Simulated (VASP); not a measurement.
Write the native input for VASP 6.6.1 that does the following.

| Quantity | Value |
| --- | --- |
| Task | single point |
| Functional | PBEsol |
| Potentials or basis | VASP PAW PBE potentials, release 64 (Fe, Co) |
| Cutoff | 400 eV |
| k mesh | 1 × 1 × 1, shifted |
| Occupations | fermi-dirac, width 0.05 eV |
| Spin | no spin polarisation |
| Dipole correction | no |
| Mended | yes |
| Further INCAR settings | LREAL = Auto; ALGO = Normal; EDIFF = 1e-06; NBANDS = 116; ISYM = -1 |

The structure of Fe7Co lies in POSCAR:

```
Fe7Co
1.0
    6.5711100000     -0.2250530000      0.0875820000
   -0.2250530000      6.2965610000     -0.2020190000
    0.0875820000     -0.2020190000      6.5998730000
Fe Co
21 3
Direct
    0.9597876127      0.2846591369      0.9046997473
    0.7243384261      0.1938542449      0.6092919110
    0.8100887312      0.5455015716      0.4623279101
    0.3214171090      0.4649866136      0.9098039883
    0.3944337277      0.8805421943      0.1010852722
    0.4095724194      0.3387243223      0.5787319812
    0.0617504707      0.0583704542      0.1453872993
    0.3575650958     -0.0119973862      0.4823636809
    0.8716358449      0.8860793409      0.7009407987
    0.2151640652      0.0842035708      0.8194209528
    0.0726091362      0.8037141947      0.3511528608
    0.7346653475      0.5480266299      0.7862600282
    0.5596296481      0.1926451507      0.9462605564
    0.0320215327      0.4471002943      0.2258140792
    0.6726439714      0.8564965931      0.3540978866
    0.0404605877      0.1966925994      0.5196648516
    0.3429937900      0.2532891824      0.2167519201
    0.5148524567      0.8271639163      0.7446575138
    0.6607787958      0.5694899653      0.1223798496
    0.7457263500      0.9196173836      0.0158796963
    0.7407220900      0.2216601449      0.2636380486
    0.0210343408      0.6816780500      0.9629915134
    0.1023993869      0.5715097634      0.6398843565
    0.3608082840      0.6293818777      0.3672941565
```

The input as run:

INCAR

```
ALGO = Normal
EDIFF = 1E-6
ENCUT = 400
GGA = PS
GGA_COMPAT = F
ISIF = 2
ISMEAR = -1
ISYM = -1
LASPH = T
LCHARG = F
LREAL = Auto
LWAVE = F
NBANDS = 116
NELM = 120
PREC = Accurate
SIGMA = 0.05
```

KPOINTS

```
explicit points
1
Reciprocal
  0.25000000   0.25000000   0.25000000 1
```

Potentials or basis: VASP PAW PBE potentials, release 64 (Fe, Co).

Launch:

```console
$ cat potpaw_PBE.64/Fe/POTCAR potpaw_PBE.64/Co/POTCAR > POTCAR
$ mpirun -np 1 vasp_std > vasp.out
```

It gave:

```yaml
Pressure: -20.9 GPa
Largest_force: 1.976 eV/Å
Band_gap_on_the_k_mesh: zero (an odd number of electrons rules out a gap without spin polarisation)
```

Caveat: the atoms stand as in a frame of molecular dynamics; the PAW data sets were made with another functional, which shifts forces and pressure a little; the run has no spin polarisation, though such a crystal can be magnetic.

It took 2.7 min on 1 thread of Intel(R) Xeon(R) 6975P-C (Granite Rapids), with other jobs on the host, peak memory 0.3 GiB.
